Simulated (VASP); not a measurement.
Set up this calculation in VASP 6.6.1, as the native input.

```
Task                   : single point
Functional             : PBEsol
Dispersion             : D3(BJ)
Potentials or basis    : VASP PAW PBE potentials, release 64 (Ge_d)
Cutoff                 : 520 eV
k mesh                 : 6 × 6 × 3
Occupations            : fermi-dirac, width 0.1 eV
Spin                   : no spin polarisation
Dipole correction      : no
Further INCAR settings : ALGO = Normal; EDIFF = 1e-07; NBANDS = 36
```

The structure of Ge lies in POSCAR:

```
Ge
1.0
    3.9651683080      0.0000000000      0.0000000000
   -1.9825841540      3.4339364850      0.0000000000
    0.0000000000      0.0000000000      6.5242586960
Ge
4
Direct
    0.6666666667      0.3333333333      0.0628269840
    0.3333333333      0.6666666667      0.5628269840
    0.6666666667      0.3333333333      0.4371730160
    0.3333333333      0.6666666667      0.9371730160
```

These files were run (other wordings do the same):

INCAR

```
  PREC = Accurate
  ENCUT = 520
  EDIFF = 1E-7
  ISMEAR = -1
  SIGMA = 0.1
  LREAL = F
  LASPH = T
  NELM = 100
  ALGO = Normal
  ISIF = 2
  LWAVE = F
  LCHARG = F
  GGA = PS
  IVDW = 12
  NBANDS = 36
```

KPOINTS

```
regular mesh
0
Gamma
  6 6 3
```

Potentials or basis: VASP PAW PBE potentials, release 64 (Ge_d).

Run with:

```sh
$ cat potpaw_PBE.64/Ge_d/POTCAR > POTCAR
$ mpirun -np 1 vasp_std > vasp.out
```

It gave:

```
Pressure                   : -0.1 GPa
Band gap on the k mesh     : zero (filled and empty bands touch)
Dispersion energy per atom : -0.279 eV
```

Caveat: the PAW data sets were made with another functional, which shifts forces and pressure a little; pairwise dispersion overbinds metals, which lowers pressure and volume.

Run time: 35 s on 1 thread of Intel Xeon 6975P-C, on a shared host, peak memory 0.21 GiB.
